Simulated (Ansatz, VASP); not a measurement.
# Au: VASP and Ansatz over several settings

```
Au
1.0
    -1.68977    1.68977    1.68977
     1.68977   -1.68977    1.68977
     1.68977    1.68977   -1.68977
Au
1
Direct
  0.00000 0.00000 0.00000
```

Single points on this cell with VASP 6.6.1 and Ansatz 0.2.0. Each row is one pair of runs. Alike in all rows: spin: off; smearing: fermi-dirac, width 0.05 eV.

| level | k mesh | VASP's potentials, cutoff | Ansatz's potentials, cutoff | gap on the k mesh at the Fermi level (eV), VASP | gap on the k mesh at the Fermi level (eV), Ansatz | pressure (GPa), VASP | pressure (GPa), Ansatz |
| --- | --- | --- | --- | --- | --- | --- | --- |
| PBEsol | 11 × 11 × 11 | VASP PAW PBE potentials, release 64 (Au), 520 eV | Ansatz PAW, 420 eV | none | none | -14.6 | -14.4 |
| r2SCAN | 11 × 11 × 11 | VASP PAW PBE potentials, release 64 (Au), 520 eV | Ansatz PAW, 500 eV | none | none | -10.1 | -10.3 |
| LDA | 11 × 11 × 11 | VASP PAW LDA potentials, release 64 (Au), 520 eV | Ansatz PAW, 420 eV | none | none | -17.9 | -18.2 |
| PBE0 | 6 × 6 × 6 | VASP PAW PBE potentials, release 64 (Au), 520 eV | Ansatz PAW, 420 eV | none | none | -10.2 | -10.1 |

Pressure (GPa): the two programs differ by at most 0.33.

VASP's potentials hold 11 valence electrons a cell and Ansatz's 19, so a difference there can come from the potentials and not from the codes.

A gap of «none» marks a metal or a gap that the smearing closes.

The k mesh is coarse in some rows, so the values compare programs but aren't converged. Neither program's run includes spin-orbit coupling.
